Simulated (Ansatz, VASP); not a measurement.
Pd in VASP and in Ansatz

Contents of POSCAR:

```
Pd
1.0
    0.0000000000      1.9465000000      1.9465000000
    1.9465000000      0.0000000000      1.9465000000
    1.9465000000      1.9465000000      0.0000000000
Pd
1
Direct
    0.0000000000      0.0000000000      0.0000000000
```

INCAR.step1

```
PREC = Accurate
ENCUT = 520
EDIFF = 1E-5
ISMEAR = -1
SIGMA = 0.05
LREAL = False
LASPH = True
NELM = 60
ALGO = Normal
ISIF = 2
LWAVE = True
NBANDS = 11
GGA = PE
```

The input INCAR.step2:

```
PREC = Accurate
ENCUT = 520
EDIFF = 1E-7
ISMEAR = -1
SIGMA = 0.05
LREAL = False
LASPH = True
NELM = 60
ALGO = Normal
ISIF = 2
LWAVE = False
LCHARG = True
GGA = B5
LHFCALC = True
AEXX = 0.5
ALDAX = 0.5
AGGAX = 0.5
AGGAC = 1.0
ALDAC = 0.0
PRECFOCK = Normal
LELF = True
LVHAR = True
NBANDS = 11
ISTART = 1
```

File KPOINTS:

```
Automatic mesh
0
Gamma
  7 7 7
```

File input.yaml:

```yaml
crystal:
  lattice:
    - [0.0, 1.9465, 1.9465]
    - [1.9465, 0.0, 1.9465]
    - [1.9465, 1.9465, 0.0]
  atoms:
    - { symbol: Pd, position: [0.0, 0.0, 0.0] }
hamiltonian:
  xc: { name: BHLYP }
  pseudopotentials: { kind: paw }
kpoints:
  mp_grid: { grid: [7, 7, 7] }
scf:
  occupations: { method: fermi_dirac, width: 0.05 }
output:
  forces: true
  stress: true
  eigenvalues: true
  write_density: true
  write_potential: true
  elf: true
  volumetric_format: npy
```

Alike in both runs: task single point; functional BHLYP; k mesh 7 × 7 × 7; occupations fermi-dirac, width 0.05 eV; no spin polarisation.

```csv
,VASP,Ansatz
version,VASP 6.6.1,Ansatz 0.2.0
potentials or method,"VASP PAW PBE potentials, release 64 (Pd)",Ansatz PAW
plane-wave cutoff (eV),520,420
valence electrons in the cell,10,18
```

VASP gave:

- gap on the k mesh at the Fermi level (eV): none
- pressure (GPa): 9.7

Task: Estimate Ansatz's values.

Result: gap on the k mesh at the Fermi level (eV): none; pressure (GPa): 8.7.

VASP's potentials were made for PBE, not for BHLYP. A gap of «none» marks a metal or a gap that the smearing closes. VASP's potentials hold 10 valence electrons a cell and Ansatz's 18, so a difference there can come from the potentials and not from the codes.

The k mesh is coarse, so the values compare programs but aren't converged.
